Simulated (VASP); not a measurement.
# Si6H3O in VASP: single point with PBE+D3(BJ)

Aim: the single point of Si6H3O with PBE+D3(BJ).

Everything below comes from runs of VASP 6.6.1. Logs are shortened: lines on timing, memory, paths and dates and some standing lists are left out, and cuts for length are marked.

### 1 The cell of the first run

The cell holds a slab with vacuum, 40 atoms: a = 7.667 Å, b = 7.667 Å, c = 28.778 Å, α = 90.00°, β = 90.00°, γ = 90.00°.

### 2 Single point, PBE+D3(BJ)

INCAR

```
SYSTEM = Si6H3O
ALGO = Normal
DIPOL = 0.5 0.5 0.430
EDIFF = 1E-6
ENCUT = 520
GGA = PE
IDIPOL = 3
ISIF = 2
ISMEAR = 0
IVDW = 12
LASPH = .True.
LCHARG = .False.
LDIPOL = .True.
LREAL = Auto
LWAVE = .False.
NBANDS = 92
NELM = 80
PREC = Accurate
SIGMA = 0.05
```

KPOINTS

```
k-points
0
Gamma
  2 2 1
  0 0 0
```

POSCAR

```
Si6H3O
1.0
    7.6671877233      0.0000000000      0.0000000000
    0.0000000000      7.6671877233      0.0000000000
    0.0000000000      0.0000000000     28.7779408436
Si H O
24 12 4
Direct
    0.5000000000      0.2500000000      0.3068803441
    0.5000000000      0.7500000000      0.3068803441
    0.0000000000      0.2500000000      0.3068803441
    0.0000000000      0.7500000000      0.3068803441
    0.5000000000      0.5000000000      0.3539782277
    0.5000000000      0.0000000000      0.3539782277
    0.0000000000      0.5000000000      0.3539782277
    0.0000000000      0.0000000000      0.3539782277
    0.7500000000      0.5000000000      0.4010761112
    0.7500000000      0.0000000000      0.4010761112
    0.2500000000      0.5000000000      0.4010761112
    0.2500000000      0.0000000000      0.4010761112
    0.7417091598      0.7499779936      0.4467241841
    0.7582177711      0.2499701859      0.4455962590
    0.2476792818      0.7499627185      0.4504136946
    0.2529840405      0.2500675027      0.4495767435
   -0.0115789639      0.7486884931      0.4947214585
   -0.0025681911      0.2490690616      0.4961926558
    0.5023919022      0.7516739808      0.4981788704
    0.5124824204      0.2525396641      0.4930539971
    0.9091949986     -0.0025250278      0.5371699060
    0.9101017356      0.4995379329      0.5374821083
    0.5908283422      0.0091380977      0.5372579472
    0.5905986267      0.4965542172      0.5377461862
    0.4113286414      0.2499977556      0.2608244217
    0.3114895454      0.7498792490      0.2934156506
    0.9092136975      0.2499938394      0.2611427244
    0.8108020626      0.7500219880      0.2942444092
    0.6891172879      0.2500217524      0.2941622063
    0.5907401523      0.7499465668      0.2611338221
    0.1885496168      0.2500582545      0.2934698424
    0.0883256355      0.7501795837      0.2607728385
    0.0109421060      0.0894206277      0.6073305416
    0.0269309469      0.6049687231      0.6040588300
    0.5506430880      0.9594454406      0.6141892788
    0.5022034772      0.3610670172      0.6026166513
    0.9830772388     -0.0205547444      0.5923002667
    0.9887679242      0.4929308830      0.5921211159
    0.5166122430      0.0478863033      0.5913635360
    0.5129713541      0.4817446246      0.5922888271
```

Potentials or basis: VASP PAW PBE potentials, release 64 (Si, H, O).

Command:

```sh
cat potpaw_PBE.64/Si/POTCAR potpaw_PBE.64/H/POTCAR potpaw_PBE.64/O/POTCAR > POTCAR
mpirun -np 1 vasp_std > vasp.out
```

OUTCAR:

```text
SYSTEM = Si6H3O
   EDIFF = 1E-6
   ENCUT = 520
   GGA = PE
   ISIF = 2
   ISMEAR = 0
   IVDW = 12
   LASPH = .True.
   LREAL = Auto
   NELM = 80
   PREC = Accurate
 IVDW          = 12

 ion  position               nearest neighbor table
   1  0.500  0.250  0.307-  25 1.49  29 1.50   5 2.35   6 2.35
   2  0.500  0.750  0.307-  30 1.49  26 1.50   5 2.35   6 2.35
   3  0.000  0.250  0.307-  27 1.49  31 1.50   7 2.35   8 2.35
   4  0.000  0.750  0.307-  32 1.49  28 1.50   7 2.35   8 2.35
   5  0.500  0.500  0.354-   9 2.35  11 2.35   1 2.35   2 2.35
   6  0.500  0.000  0.354-  10 2.35  12 2.35   1 2.35   2 2.35
[... 20 lines left out ...]
  27  0.909  0.250  0.261-   3 1.49
  28  0.811  0.750  0.294-   4 1.50
  29  0.689  0.250  0.294-   1 1.50
  30  0.591  0.750  0.261-   2 1.49
  31  0.189  0.250  0.293-   3 1.50
  32  0.088  0.750  0.261-   4 1.49
  33  0.011  0.089  0.607-  37 0.97
  34  0.027  0.605  0.604-  38 0.97
  35  0.551  0.959  0.614-  39 0.98
  36  0.502  0.361  0.603-  40 0.98
  37  0.983  0.979  0.592-  33 0.97  21 1.69
  38  0.989  0.493  0.592-  34 0.97  22 1.68
  39  0.517  0.048  0.591-  35 0.98  23 1.68
  40  0.513  0.482  0.592-  36 0.98  24 1.68

  LATTYP: Found a simple tetragonal cell.
 ALAT       =     7.6671877233
 C/A-ratio  =     3.7533893628

  Lattice vectors:

 A1 = (   7.6671877233,   0.0000000000,   0.0000000000)
 A2 = (   0.0000000000,   7.6671877233,   0.0000000000)
 A3 = (   0.0000000000,   0.0000000000,  28.7779408436)

Analysis of symmetry for initial positions (statically):
=====================================================================
 Subroutine PRICEL returns:
 Original cell was already a primitive cell.

 Routine SETGRP: Setting up the symmetry group for a
 simple tetragonal supercell.

 Subroutine GETGRP returns: Found  1 space group operations
 (whereof  1 operations were pure point group operations)
 out of a pool of 16 trial point group operations.

The static configuration has the point symmetry C_1 .

Analysis of symmetry for dynamics (positions and initial velocities):
=====================================================================
 Subroutine PRICEL returns:
 Original cell was already a primitive cell.

 Routine SETGRP: Setting up the symmetry group for a
 simple tetragonal supercell.

 Subroutine GETGRP returns: Found  1 space group operations
[... 168 lines left out ...]
   PSTRESS=    0.0 pullay stress
   NELECT =     132.0000    total number of electrons
   NUPDOWN=      -1.0000    fix difference up-down
   EMIN   =  10.00;   EMAX   =-10.00  energy-range for DOS
   EFERMI =   0.00;   METHOD = LEGACY
   ISMEAR =     0;   SIGMA  =   0.05  broadening in eV -4-tet -1-fermi 0-gaus
   EFERMI_NEDOS =   21; number of points for ismear=-14 and -15
   IALGO  =     38    algorithm
   IMIX   =      4    mixing-type and parameters
     AMIX     =   0.40;   BMIX     =  1.00
     AMIX_MAG =   1.60;   BMIX_MAG =  1.00
  volume/ion in A,a.u.               =      42.29       285.41
  Fermi-wavevector in a.u.,A,eV,Ry     =   0.699555  1.321968  6.658390  0.489378
  Thomas-Fermi vector in A             =   1.783467
   LORBIT       =      0    0 simple, 1 ext, 2 COOP (PROOUT), +10 PAW based schemes
   GGA     = PE    functional components
   LHFCALC =     F    Hartree Fock is set to
   AEXX    =    0.0000 exact exchange contribution
   IVDW    =    12    specifies the selected vdW correction
   LEPSILON=     F    determine dielectric tensor
   LRPA    =     F    only Hartree local field effects (RPA)
 non-spin polarized calculation
 Gauss-broadening in eV      SIGMA  =   0.05
  energy-cutoff  :      520.00
  volume of cell :     1691.73
 maximum number of plane-waves:     45576
 NGX is ok and might be reduce to    60
   NGX = 29   NGY = 29   NGZ =107

 dipolmoment           0.000000      0.000000      0.000048 electrons x Angstroem

 number of electron     132.0000002 magnetization

 dipolmoment           0.000000      0.000000     -0.071191 electrons x Angstroem

 Free energy of the ion-electron system (eV)
  ---------------------------------------------------
  ext. energy  EPLUGINS =         0.00000000
  ---------------------------------------------------
  free energy    TOTEN  =      -199.24476850 eV

  energy without entropy =     -199.24476850  energy(sigma->0) =     -199.24476850

 E-fermi :  -1.3852     XC(G=0):  -3.6378

 val. band max:       -1.6132592368   @ k =   0.5000   0.0000   0.0000
 cond. band min:      -0.6307031368   @ k =   0.0000   0.0000   0.0000
 fundamental gap:      0.9825561000
 Fermi energy:        -1.3852371882

 k-point     1 :       0.0000    0.0000    0.0000
  band No.  band energies     occupation
      1     -22.1588      2.00000
      2     -21.9921      2.00000
      3     -21.8781      2.00000
      4     -21.7538      2.00000
      5     -13.0041      2.00000
      6     -12.1667      2.00000
[... 313 lines left out ...]
     77       1.8196      0.00000
     78       1.8326      0.00000
 [bands above 78 left out]

------------------------ aborting loop because EDIFF is reached ----------------------------------------

 vacuum level on the upper side and lower side of the slab       (xc-potential included)        -0.254        -0.040

 Edisp (eV)   -6.54009

 E8    (eV) :    -2.6737

  FORCE on cell =-STRESS in cart. coord.  units (eV):
  Direction    XX          YY          ZZ          XY          YZ          ZX
  --------------------------------------------------------------------------------------
  -------------------------------------------------------------------------------------
  Total       4.09939     0.85468    -2.01110     0.30646     0.28659    -0.15355
  in kB       3.88238     0.80943    -1.90464     0.29024     0.27142    -0.14542
  external pressure =        0.93 kB  Pullay stress =        0.00 kB

 VOLUME and BASIS-vectors are now :
 -----------------------------------------------------------------------------
  energy-cutoff  :      520.00
  volume of cell :     1691.73
      direct lattice vectors                 reciprocal lattice vectors
     7.667187723  0.000000000  0.000000000     0.130425918  0.000000000  0.000000000
     0.000000000  7.667187723  0.000000000     0.000000000  0.130425918  0.000000000
     0.000000000  0.000000000 28.777940844     0.000000000  0.000000000  0.034748838

 POSITION                                       TOTAL-FORCE (eV/Angst)
 -----------------------------------------------------------------------------------
      3.83359      1.91680      8.83138         0.681905     -0.000852      0.252069
      3.83359      5.75039      8.83138        -0.790733      0.001106      0.247271
      0.00000      1.91680      8.83138         0.782077     -0.002192      0.261223
      0.00000      5.75039      8.83138        -0.672897      0.001358      0.243021
      3.83359      3.83359     10.18676         0.045279     -0.037752     -0.187564
      3.83359      0.00000     10.18676         0.045949      0.032070     -0.187269
[... 32 lines left out ...]
      3.96096      0.36715     17.01822         0.065445     -0.248359      0.415733
      3.93305      3.69363     17.04485         0.014121      0.074888     -0.090931
 -----------------------------------------------------------------------------------
    total drift:                               -0.001058      0.005167     -0.025745

  FREE ENERGIE OF THE ION-ELECTRON SYSTEM (eV)
  ---------------------------------------------------
  free  energy   TOTEN  =      -205.7848576634 eV

  energy  without entropy=     -205.7848576634  energy(sigma->0) =     -205.78485766

 vacuum level on the upper side and lower side of the slab         2.934         3.152
```

stdout:

```text
POSCAR found type information on POSCAR SiH O
 POSCAR found :  3 types and      40 ions
 scaLAPACK will be used
 LDA part: xc-table for (Slater+PW92), standard interpolation
 POSCAR, INCAR and KPOINTS ok, starting setup
 FFT: planning ... GRIDC
 FFT: planning ... GRID_SOFT
 FFT: planning ... GRID
 WAVECAR not read
 entering main loop
```

It took 42 min on 1 thread of Intel Xeon Platinum 8259CL at 2.50GHz (Skylake/Cascade Lake), shared host; peak memory 1.6 GiB.

Results:

| Quantity | Value |
| --- | --- |
| Free energy | -205.7849 eV |
| Largest force | 0.828 eV/Å |
| Band gap on the k mesh | 0.98 eV (least direct gap 1.15 eV) |
| Dispersion energy per atom | -0.164 eV |

Forces on the atoms (eV/Å):
```
Si   0.682 -0.001  0.252
Si  -0.791  0.001  0.247
Si   0.782 -0.002  0.261
Si  -0.673  0.001  0.243
Si   0.045 -0.038 -0.188
Si   0.046  0.032 -0.187
Si  -0.047  0.092 -0.188
Si  -0.050 -0.086 -0.185
Si  -0.005  0.106 -0.521
Si  -0.004 -0.108 -0.522
Si   0.002  0.060  0.365
Si   0.009 -0.059  0.368
Si   0.011  0.013 -0.003
Si   0.007 -0.017  0.001
Si  -0.007  0.014  0.001
Si  -0.002 -0.013  0.001
Si  -0.008 -0.004 -0.004
Si  -0.008  0.007 -0.001
Si  -0.005 -0.004  0.003
Si  -0.012  0.009  0.007
Si   0.014 -0.010 -0.001
Si  -0.015 -0.023  0.012
Si   0.102 -0.037 -0.328
Si   0.010  0.011  0.029
H    0.004  0.000  0.014
H    0.006  0.000  0.004
H    0.004  0.001  0.014
H    0.007 -0.001  0.004
H   -0.008  0.000  0.004
H   -0.004 -0.001  0.013
H   -0.008  0.001  0.005
H   -0.004 -0.002  0.014
H    0.018  0.057  0.063
H    0.025  0.106  0.114
H   -0.137  0.235 -0.126
H   -0.018 -0.050  0.073
O   -0.023 -0.030 -0.072
O   -0.030 -0.088 -0.112
O    0.065 -0.248  0.416
O    0.014  0.075 -0.091
```
